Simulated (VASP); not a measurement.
Set up this calculation in VASP 6.6.1, as the native input.

| Item | Value |
| --- | --- |
| Task | single point |
| Functional | LDA |
| Potentials or basis | VASP PAW LDA potentials, release 64 (Ba_sv, Zr_sv, O) |
| Cutoff | 520 eV |
| k mesh | 6 × 6 × 6 |
| Occupations | gaussian, width 0.05 eV |
| Spin | no spin polarisation |
| Dipole correction | no |
| Further INCAR settings | ALGO = Normal; EDIFF = 1e-07; NBANDS = 28 |

The structure of BaZrO3 lies in POSCAR:

```
BaZrO3
1.0
    3.8052893064      0.0000000000      0.0000000000
    0.0000000000      4.2615092777      0.0000000000
    0.0000000000      0.0000000000      4.1474542849
Ba Zr O
1 1 3
Direct
    0.5000000000      0.5000000000      0.5000000000
    0.0000000000      0.0000000000      0.0000000000
    0.5000000000      0.0000000000      0.0000000000
    0.0000000000      0.5000000000      0.0000000000
    0.0000000000      0.0000000000      0.5000000000
```

This cell differs from its parent crystal: normal strain along x -0.0825, normal strain along y +0.0275.

The input as run:

INCAR

```
SYSTEM = BaZrO3
  ALGO = Normal
  EDIFF = 1E-7
  ENCUT = 520
  ISIF = 2
  ISMEAR = 0
  LASPH = .TRUE.
  LCHARG = .FALSE.
  LREAL = .FALSE.
  LWAVE = .FALSE.
  NBANDS = 28
  NELM = 100
  PREC = Accurate
  SIGMA = 0.05
```

KPOINTS

```
k-points
0
G
  6 6 6
  0 0 0
```

Potentials or basis: VASP PAW LDA potentials, release 64 (Ba_sv, Zr_sv, O).

Command:

```bash
$ cat potpaw_LDA.64/Ba_sv/POTCAR potpaw_LDA.64/Zr_sv/POTCAR potpaw_LDA.64/O/POTCAR > POTCAR
$ mpirun -np 1 vasp_std > vasp.out
```

Results of the run:

The pressure is 17.3 GPa. The band gap on the k mesh is 2.58 eV, direct.

Caveat: the cell differs from its parent crystal (normal strain along x -0.0825, normal strain along y +0.0275); spin-orbit coupling is left out, which moves the levels of the heavy elements.

Wall time 37 s on 1 thread of Intel(R) Xeon(R) 6975P-C (Granite Rapids), with other jobs on the host, peak memory 0.23 GiB.
